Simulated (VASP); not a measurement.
# TaGe3Ru (Pm-3m) in VASP: notebook

The runs below take TaGe3Ru through single point, with PBE.

Program: VASP 6.6.1. These are calculated values, not measurements. Logs are shortened: lines on timing, memory, paths and dates and some standing lists are left out, and cuts for length are marked.

### Step 1. The cell of the first run

Symmetry: Pm-3m, No. 221, cubic system. The conventional cell has a = 4.270 Å, b = 4.270 Å, c = 4.270 Å, α = 90.00°, β = 90.00°, γ = 90.00°. Within 4.0 Å of Ta (site symmetry m-3m) lie 12 Ge at 3.02 Å and 8 Ru at 3.70 Å. Within 2.8 Å of Ge (site symmetry 4/mmm) lie 2 Ru at 2.13 Å. Within 2.8 Å of Ru (site symmetry m-3m) lie 6 Ge at 2.13 Å.

### Step 2. Single point, PBE

INCAR

```
SYSTEM = TaGe3Ru
PREC = Accurate
ENCUT = 520
EDIFF = 1E-6
ISMEAR = 0
SIGMA = 0.1
LREAL = .FALSE.
LASPH = .TRUE.
NELM = 60
ALGO = Normal
ISIF = 2
LWAVE = .FALSE.
LCHARG = .FALSE.
GGA = PE
NBANDS = 42
```

KPOINTS

```
regular mesh
0
G
  4 4 4
  0 0 0
```

POSCAR

```
TaGe3Ru
1.0
    4.2695177400      0.0000000000      0.0000000000
    0.0000000000      4.2695177400      0.0000000000
    0.0000000000      0.0000000000      4.2695177400
Ta Ge Ru
1 3 1
Direct
    0.0000000000      0.0000000000      0.0000000000
    0.0000000000      0.5000000000      0.5000000000
    0.5000000000      0.0000000000      0.5000000000
    0.5000000000      0.5000000000      0.0000000000
    0.5000000000      0.5000000000      0.5000000000
```

Potentials or basis: VASP PAW PBE potentials, release 64 (Ta_pv, Ge_d, Ru_pv).

On the command line:

```sh
> cat potpaw_PBE.64/Ta_pv/POTCAR potpaw_PBE.64/Ge_d/POTCAR potpaw_PBE.64/Ru_pv/POTCAR > POTCAR
> mpirun -np 1 vasp_std > vasp.out
```

OUTCAR:

```text
SYSTEM = TaGe3Ru
   PREC = Accurate
   ENCUT = 520
   EDIFF = 1E-6
   ISMEAR = 0
   LREAL = .FALSE.
   LASPH = .TRUE.
   NELM = 60
   ISIF = 2
   GGA = PE

 ion  position               nearest neighbor table
   1  0.000  0.000  0.000-   2 3.02   3 3.02   4 3.02   2 3.02   3 3.02   2 3.02   4 3.02   2 3.02
                             3 3.02   4 3.02   3 3.02   4 3.02
   2  0.000  0.500  0.500-   5 2.13   5 2.13   1 3.02   1 3.02   1 3.02   1 3.02
   3  0.500  0.000  0.500-   5 2.13   5 2.13   1 3.02   1 3.02   1 3.02   1 3.02
   4  0.500  0.500  0.000-   5 2.13   5 2.13   1 3.02   1 3.02   1 3.02   1 3.02
   5  0.500  0.500  0.500-   2 2.13   3 2.13   4 2.13   4 2.13   3 2.13   2 2.13

  LATTYP: Found a simple cubic cell.
 ALAT       =     4.2695177400

  Lattice vectors:

 A1 = (   4.2695177400,   0.0000000000,   0.0000000000)
 A2 = (   0.0000000000,   4.2695177400,   0.0000000000)
 A3 = (   0.0000000000,   0.0000000000,   4.2695177400)

Analysis of symmetry for initial positions (statically):
=====================================================================
 Subroutine PRICEL returns:
 Original cell was already a primitive cell.

 Routine SETGRP: Setting up the symmetry group for a
 simple cubic supercell.

 Subroutine GETGRP returns: Found 48 space group operations
[... 9 lines left out ...]

 Routine SETGRP: Setting up the symmetry group for a
 simple cubic supercell.

 Subroutine GETGRP returns: Found 48 space group operations
[... 11 lines left out ...]
                                     Primitive cell

  volume of cell :      77.8281

  direct lattice vectors                    reciprocal lattice vectors
     4.269517740  0.000000000  0.000000000     0.234218490  0.000000000  0.000000000
     0.000000000  4.269517740  0.000000000     0.000000000  0.234218490  0.000000000
     0.000000000  0.000000000  4.269517740     0.000000000  0.000000000  0.234218490

  length of vectors
     4.269517740  4.269517740  4.269517740     0.234218490  0.234218490  0.234218490

  position of ions in fractional coordinates (direct lattice)
     0.000000000  0.000000000  0.000000000
     0.000000000  0.500000000  0.500000000
     0.500000000  0.000000000  0.500000000
     0.500000000  0.500000000  0.000000000
     0.500000000  0.500000000  0.500000000

  ion indices of the primitive-cell ions
   primitive index   ion index
                 1           1
                 2           2
                 3           3
                 4           4
                 5           5

----------------------------------------------------------------------------------------

 KPOINTS: regular mesh

Automatic generation of k-mesh.
 Grid dimensions read from file:
 generate k-points for:    4    4    4

 Generating k-lattice:

  Cartesian coordinates                     Fractional coordinates (reciprocal lattice)
     0.058554623  0.000000000  0.000000000     0.250000000  0.000000000  0.000000000
     0.000000000  0.058554623  0.000000000     0.000000000  0.250000000  0.000000000
     0.000000000  0.000000000  0.058554623     0.000000000  0.000000000  0.250000000

  Length of vectors
     0.058554623  0.058554623  0.058554623

  Shift w.r.t. Gamma in fractional coordinates (k-lattice)
     0.000000000  0.000000000  0.000000000

 Subroutine IBZKPT returns following result:
 ===========================================

 Found     10 irreducible k-points:

 Following reciprocal coordinates:
            Coordinates               Weight
  0.000000  0.000000  0.000000      1.000000
  0.250000  0.000000  0.000000      6.000000
  0.500000  0.000000  0.000000      3.000000
  0.250000  0.250000  0.000000     12.000000
  0.500000  0.250000  0.000000     12.000000
  0.500000  0.500000  0.000000      3.000000
  0.250000  0.250000  0.250000      8.000000
  0.500000  0.250000  0.250000     12.000000
  0.500000  0.500000  0.250000      6.000000
  0.500000  0.500000  0.500000      1.000000
   k-points           NKPTS =     10   k-points in BZ     NKDIM =     10   number of bands    NBANDS=     42
   number of dos      NEDOS =    301   number of ions     NIONS =      5
   total plane-waves  NPLWV =  32768
   dimension x,y,z NGX =    32 NGY =   32 NGZ =   32
   dimension x,y,z NGXF=    64 NGYF=   64 NGZF=   64
   ions per type =               1   3   1
   NGX,Y,Z   is equivalent  to a cutoff of  12.46, 12.46, 12.46 a.u.
   NGXF,Y,Z  is equivalent  to a cutoff of  24.92, 24.92, 24.92 a.u.
 SYSTEM =  TaGe3Ru
   PREC   = accura    normal or accurate (medium, high low for compatibility)
   ISTART =      0    job   : 0-new  1-cont  2-samecut
   ICHARG =      2    charge: 1-file 2-atom 10-const
   ISPIN  =      1    spin polarized calculation?
   LNONCOLLINEAR =      F non collinear calculations
   LSORBIT =      F    spin-orbit coupling
   LASPH  =      T    aspherical Exc in radial PAW
   ENCUT  =  520.0 eV  38.22 Ry    6.18 a.u.   7.94  7.94  7.94*2*pi/ulx,y,z
   NELM   =     60;   NELMIN=  2; NELMDL= -5     # of ELM steps
   EDIFF  = 0.1E-05   stopping-criterion for ELM
   LREAL  =      F    real-space projection
   EDIFFG = 0.1E-04   stopping-criterion for IOM
   NSW    =      0    number of steps for IOM
   IBRION =     -1    ionic relax: 0-MD 1-quasi-New 2-CG
   NFREE  =      0    steps in history (QN), initial steepest desc. (CG)
   ISIF   =      2    stress and relaxation
   ISYM   =      2    0-nonsym 1-usesym 2-fastsym
   POTIM  = 0.5000    time-step for ionic-motion
   TEBEG  =    0.0;   TEEND  =   0.0 temperature during run
   PSTRESS=    0.0 pullay stress
   NELECT =      67.0000    total number of electrons
   NUPDOWN=      -1.0000    fix difference up-down
   EMIN   =  10.00;   EMAX   =-10.00  energy-range for DOS
   EFERMI =   0.00;   METHOD = LEGACY
   ISMEAR =     0;   SIGMA  =   0.10  broadening in eV -4-tet -1-fermi 0-gaus
   EFERMI_NEDOS =   21; number of points for ismear=-14 and -15
   IALGO  =     38    algorithm
   IMIX   =      4    mixing-type and parameters
     AMIX     =   0.40;   BMIX     =  1.00
     AMIX_MAG =   1.60;   BMIX_MAG =  1.00
  volume/ion in A,a.u.               =      15.57       105.04
  Fermi-wavevector in a.u.,A,eV,Ry     =   1.557355  2.942974 32.998951  2.425354
  Thomas-Fermi vector in A             =   2.661017
   LORBIT       =      0    0 simple, 1 ext, 2 COOP (PROOUT), +10 PAW based schemes
   GGA     = PE    functional components
   LHFCALC =     F    Hartree Fock is set to
   AEXX    =    0.0000 exact exchange contribution
   IVDW    =     0    specifies the selected vdW correction
   LEPSILON=     F    determine dielectric tensor
   LRPA    =     F    only Hartree local field effects (RPA)
 non-spin polarized calculation
 Gauss-broadening in eV      SIGMA  =   0.10
  energy-cutoff  :      520.00
  volume of cell :       77.83
 maximum number of plane-waves:      2176
 NGX is ok and might be reduce to    32
   NGX = 15   NGY = 15   NGZ = 15

 number of electron      66.9999936 magnetization

 Free energy of the ion-electron system (eV)
  ---------------------------------------------------
  ext. energy  EPLUGINS =         0.00000000
  ---------------------------------------------------
  free energy    TOTEN  =       -26.20907707 eV

  energy without entropy =      -26.17948094  energy(sigma->0) =      -26.19427901

 E-fermi :   9.3458     XC(G=0): -12.5617

 val. band max:        9.2842925253   @ k =   0.5000   0.5000   0.2500
 cond. band min:       9.4841460286   @ k =   0.2500   0.0000   0.0000
 fundamental gap:      0.1998535033
 Fermi energy:         9.3458059225

 k-point     1 :       0.0000    0.0000    0.0000
  band No.  band energies     occupation
      1     -33.7055      2.00000
      2     -33.7055      2.00000
      3     -33.7055      2.00000
      4     -25.8516      2.00000
      5     -25.8516      2.00000
      6     -25.8516      2.00000
[... 34 lines left out ...]
     41      12.8908      0.00000
     42      13.7640      0.00000

 k-point     2 :       0.2500    0.0000    0.0000
  band No.  band energies     occupation
      1     -33.7285      2.00000
      2     -33.7062      2.00000
      3     -33.7062      2.00000
      4     -25.8581      2.00000
      5     -25.8514      2.00000
      6     -25.8514      2.00000
[... 34 lines left out ...]
     41      13.3809      0.00000
     42      13.3810      0.00000

 k-point     3 :       0.5000    0.0000    0.0000
  band No.  band energies     occupation
      1     -33.7513      2.00000
      2     -33.7068      2.00000
      3     -33.7068      2.00000
      4     -25.8646      2.00000
      5     -25.8513      2.00000
      6     -25.8513      2.00000
[... 34 lines left out ...]
     41      14.3275      0.00000
     42      14.7127      0.00000

 k-point     4 :       0.2500    0.2500    0.0000
  band No.  band energies     occupation
      1     -33.7292      2.00000
      2     -33.7291      2.00000
      3     -33.7068      2.00000
      4     -25.8579      2.00000
      5     -25.8571      2.00000
      6     -25.8512      2.00000
[... 34 lines left out ...]
     41      13.2488      0.00000
     42      13.3492      0.00000

 k-point     5 :       0.5000    0.2500    0.0000
  band No.  band energies     occupation
      1     -33.7520      2.00000
      2     -33.7298      2.00000
      3     -33.7075      2.00000
      4     -25.8636      2.00000
      5     -25.8569      2.00000
      6     -25.8510      2.00000
[... 34 lines left out ...]
     41      14.2617      0.00000
     42      15.0441      0.00000

 k-point     6 :       0.5000    0.5000    0.0000
  band No.  band energies     occupation
      1     -33.7527      2.00000
      2     -33.7527      2.00000
      3     -33.7081      2.00000
      4     -25.8626      2.00000
      5     -25.8626      2.00000
      6     -25.8508      2.00000
[... 34 lines left out ...]
     41      15.3616      0.00000
     42      15.3616      0.00000

 k-point     7 :       0.2500    0.2500    0.2500
  band No.  band energies     occupation
      1     -33.7298      2.00000
      2     -33.7298      2.00000
      3     -33.7298      2.00000
      4     -25.8576      2.00000
      5     -25.8566      2.00000
      6     -25.8566      2.00000
[... 34 lines left out ...]
     41      14.3479      0.00000
     42      14.6011      0.00000

 k-point     8 :       0.5000    0.2500    0.2500
  band No.  band energies     occupation
      1     -33.7526      2.00000
      2     -33.7304      2.00000
      3     -33.7304      2.00000
      4     -25.8627      2.00000
      5     -25.8567      2.00000
      6     -25.8562      2.00000
[... 34 lines left out ...]
     41      13.6494      0.00000
     42      15.6261      0.00000

 k-point     9 :       0.5000    0.5000    0.2500
  band No.  band energies     occupation
      1     -33.7533      2.00000
      2     -33.7533      2.00000
      3     -33.7311      2.00000
      4     -25.8618      2.00000
      5     -25.8618      2.00000
      6     -25.8559      2.00000
[... 34 lines left out ...]
     41      14.5767      0.00000
     42      15.5915      0.00000

 k-point    10 :       0.5000    0.5000    0.5000
  band No.  band energies     occupation
      1     -33.7539      2.00000
      2     -33.7539      2.00000
      3     -33.7539      2.00000
      4     -25.8611      2.00000
      5     -25.8611      2.00000
      6     -25.8611      2.00000
[... 34 lines left out ...]
     41      14.9309      0.00000
     42      14.9309      0.00000

------------------------ aborting loop because EDIFF is reached ----------------------------------------

  FORCE on cell =-STRESS in cart. coord.  units (eV):
  Direction    XX          YY          ZZ          XY          YZ          ZX
  --------------------------------------------------------------------------------------
  -------------------------------------------------------------------------------------
  Total       26.3093234     26.3093234     26.3093234     -0.0000000      0.0000000     -0.0000000
  in kB      541.6064083    541.6064083    541.6064083     -0.0000000      0.0000000     -0.0000000
  external PRESSURE =     541.6064083 kB  Pullay stress =       0.0000000 kB

 VOLUME and BASIS-vectors are now :
 -----------------------------------------------------------------------------
  energy-cutoff  :      520.00
  volume of cell :       77.83
      direct lattice vectors                 reciprocal lattice vectors
     4.269517740  0.000000000  0.000000000     0.234218490  0.000000000  0.000000000
     0.000000000  4.269517740  0.000000000     0.000000000  0.234218490  0.000000000
     0.000000000  0.000000000  4.269517740     0.000000000  0.000000000  0.234218490

 POSITION                                       TOTAL-FORCE (eV/Angst)
 -----------------------------------------------------------------------------------
      0.00000      0.00000      0.00000         0.000000      0.000000      0.000000
      0.00000      2.13476      2.13476         0.000000      0.000000      0.000000
      2.13476      0.00000      2.13476         0.000000      0.000000      0.000000
      2.13476      2.13476      0.00000         0.000000      0.000000      0.000000
      2.13476      2.13476      2.13476         0.000000      0.000000      0.000000
 -----------------------------------------------------------------------------------
    total drift:                                0.000000     -0.000000     -0.000000

  FREE ENERGIE OF THE ION-ELECTRON SYSTEM (eV)
  ---------------------------------------------------
  free  energy   TOTEN  =       -26.2090770704 eV

  energy  without entropy=      -26.1794809432  energy(sigma->0) =      -26.19427901
```

It took 24 s on 1 thread of Intel Xeon 6975P-C, shared host; peak memory 0.19 GiB.

What came out:

* Free energy: -26.2091 eV
* Pressure: 54.2 GPa

Caveat: the k points lie up to 0.37 Å⁻¹ apart; spin-orbit coupling is left out, which moves the levels of the heavy elements.

### Step 3. Single point, PBE

This run uses another cell than the first one, of 20.67 Å³/atom, 1.328 times its volume.

INCAR

```
SYSTEM = TaGe3Ru
PREC     = Accurate       ! precision mode
ENCUT    = 520            ! plane-wave cutoff, eV
EDIFF    = 1E-6           ! SCF threshold, eV
ISMEAR   = 0              ! smearing method
SIGMA    = 0.1            ! smearing width, eV
LREAL    = .FALSE.        ! projectors in reciprocal space
LASPH    = .TRUE.         ! aspherical terms in the spheres
NELM     = 60             ! most SCF steps
ALGO     = Normal         ! electronic algorithm
ISIF     = 2              ! what is computed and relaxed
LWAVE    = .FALSE.        ! write WAVECAR
LCHARG   = .FALSE.        ! write CHGCAR
GGA      = PE             ! functional
NBANDS   = 42             ! bands
```

KPOINTS is that of step 2.

Changes to POSCAR since step 2:

```diff
@@ -2,5 +2,5 @@
 1.0
-    4.2695177400      0.0000000000      0.0000000000
-    0.0000000000      4.2695177400      0.0000000000
-    0.0000000000      0.0000000000      4.2695177400
+    4.6925278810      0.0000000000      0.0000000000
+    0.0000000000      4.6925278810      0.0000000000
+    0.0000000000      0.0000000000      4.6925278810
 Ta Ge Ru
```

Potentials or basis: VASP PAW PBE potentials, release 64 (Ta_pv, Ge_d, Ru_pv).

On the command line:

```sh
> cat potpaw_PBE.64/Ta_pv/POTCAR potpaw_PBE.64/Ge_d/POTCAR potpaw_PBE.64/Ru_pv/POTCAR > POTCAR
> mpirun -np 1 vasp_std > vasp.out
```

It took 60 s on 1 thread of Intel Xeon 6975P-C, shared host; peak memory 0.22 GiB.

Results (log left out):

| Item | Value |
| --- | --- |
| Free energy | -29.5915 eV |
| Pressure | 0.2 GPa |

Levels at points of the mesh, in eV from the Fermi level:
```tsv
k point	band 29	band 30	band 31	band 32	band 33	band 34	band 35	band 36	band 37	band 38
(0.00, 0.00, 0.00)	-2.40	-2.40	-0.90	-0.90	-0.38	0.25	0.25	0.25	1.24	1.24
(0.50, 0.00, 0.00)	-2.95	-2.26	-2.26	-2.07	0.02	0.55	0.84	1.08	1.08	1.66
(0.50, 0.50, 0.00)	-3.65	-0.90	-0.72	-0.53	-0.53	-0.10	-0.10	0.03	0.31	0.56
(0.50, 0.50, 0.50)	-4.19	-4.19	-1.45	0.16	0.16	0.16	0.58	0.58	0.89	0.89
```

Caveat: spin-orbit coupling is left out, which moves the levels of the heavy elements.
